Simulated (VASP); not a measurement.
**CoSn2: single point with PBEsol**

CoSn2:

```xyz
6
Lattice="-3.1315 3.1315 2.6908 3.1315 -3.1315 2.6908 3.1315 3.1315 -2.6908" Properties=species:S:1:pos:R:3 pbc="T T T"
Co    0.0000    0.0000    1.3454
Co    0.0000    0.0000    4.0363
Sn    1.0411    4.1726    0.0000
Sn    2.0904    1.0411    0.0000
Sn    2.0904   -1.0411    2.6908
Sn    1.0411    2.0904    2.6908
```

```yaml
Program: VASP 6.6.1
Task: single point
Functional: PBEsol
Potentials_or_basis: VASP PAW PBE potentials, release 64 (Co, Sn_d)
Cutoff: 520 eV
k_mesh: 8 × 8 × 8
Occupations: gaussian, width 0.1 eV
Spin: no spin polarisation
```

| Item | Value |
| --- | --- |
| Pressure | 0.9 GPa |
| Largest force | 0.004 eV/Å |
| Band gap on the k mesh | zero (bands 37 and 38 overlap by 1.68 eV) |

Forces on the atoms (eV/Å):
```
Co   0.000  0.000  0.000
Co   0.000  0.000  0.000
Sn   0.003  0.003  0.000
Sn  -0.003  0.003  0.000
Sn  -0.003 -0.003  0.000
Sn   0.003 -0.003  0.000
```

Levels at points of the mesh, in eV from the Fermi level:
| k point | band 33 | band 34 | band 35 | band 36 | band 37 | band 38 | band 39 | band 40 | band 41 | band 42 |
| --- | --- | --- | --- | --- | --- | --- | --- | --- | --- | --- |
| (0.00, 0.00, 0.00) | -1.98 | -1.36 | -1.16 | -1.08 | -0.60 | -0.60 | 0.43 | 0.52 | 0.52 | 0.66 |
| (0.50, 0.00, 0.00) | -1.05 | -1.05 | -0.73 | -0.73 | 0.22 | 0.22 | 2.01 | 2.01 | 3.33 | 3.33 |
| (0.50, 0.50, 0.00) | -1.44 | -1.14 | -1.09 | -0.72 | -0.59 | 0.74 | 0.87 | 1.47 | 2.99 | 3.76 |
| (0.50, 0.50, 0.50) | -0.89 | -0.70 | -0.70 | 0.27 | 0.29 | 1.67 | 2.71 | 2.72 | 2.72 | 3.01 |

Run time: 2.9 min on 1 thread of AMD EPYC 9R45 96-Core Processor (Zen 5), on a shared host, peak memory 0.36 GiB.

Caveat: the PAW data sets were made with another functional, which shifts forces and pressure a little; spin-orbit coupling is left out, which moves the levels of the heavy elements; the run has no spin polarisation, though such a crystal can be magnetic. Spin polarisation is off, so any magnetic state and its effect on volume and gap are missing.
